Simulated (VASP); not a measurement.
Wanted: the native input for a VASP 6.6.1 run.

- Task: single point
- Functional: BLYP
- Potentials or basis: VASP PAW PBE potentials, release 64 (Ni)
- Cutoff: 520 eV
- k mesh: 15 × 15 × 15
- Occupations: fermi-dirac, width 0.1 eV
- Spin: no spin polarisation
- Dipole correction: no
- Further INCAR settings: ALGO = Normal; EDIFF = 1e-06; NBANDS = 11

The structure of Ni lies in POSCAR:

```
Ni
1.0
    0.0000000000      1.7865802179      1.7865802179
    1.7865802179      0.0000000000      1.7865802179
    1.7865802179      1.7865802179      0.0000000000
Ni
1
Direct
    0.0000000000      0.0000000000      0.0000000000
```

These files were run (other wordings do the same):

INCAR

```
SYSTEM = Ni
AGGAC = 1.0
AGGAX = 1.0
ALDAC = 0.0
ALDAX = 1.0
ALGO = Normal
EDIFF = 1E-6
ENCUT = 520
GGA = B5
ISIF = 2
ISMEAR = -1
LASPH = .TRUE.
LCHARG = .TRUE.
LELF = .TRUE.
LREAL = .FALSE.
LVHAR = .TRUE.
LWAVE = .FALSE.
NBANDS = 11
NELM = 100
PREC = Accurate
SIGMA = 0.1
```

KPOINTS

```
k-points
0
G
  15 15 15
  0 0 0
```

Potentials or basis: VASP PAW PBE potentials, release 64 (Ni).

The run is started by

```console
$ cat potpaw_PBE.64/Ni/POTCAR > POTCAR
$ mpirun -np 1 vasp_std > vasp.out
```

Results of the run:

```json
{
  "Pressure": "0.3 GPa",
  "Band gap on the k mesh": "zero (bands 5 and 6 overlap by 0.91 eV)"
}
```

Caveat: the PAW data sets were made with another functional, which shifts forces and pressure a little; the run has no spin polarisation, though such a crystal can be magnetic.

It took 22 s on 1 thread of Intel(R) Xeon(R) Platinum 8259CL CPU @ 2.50GHz (Skylake/Cascade Lake) (shared host), peak memory 0.13 GiB.
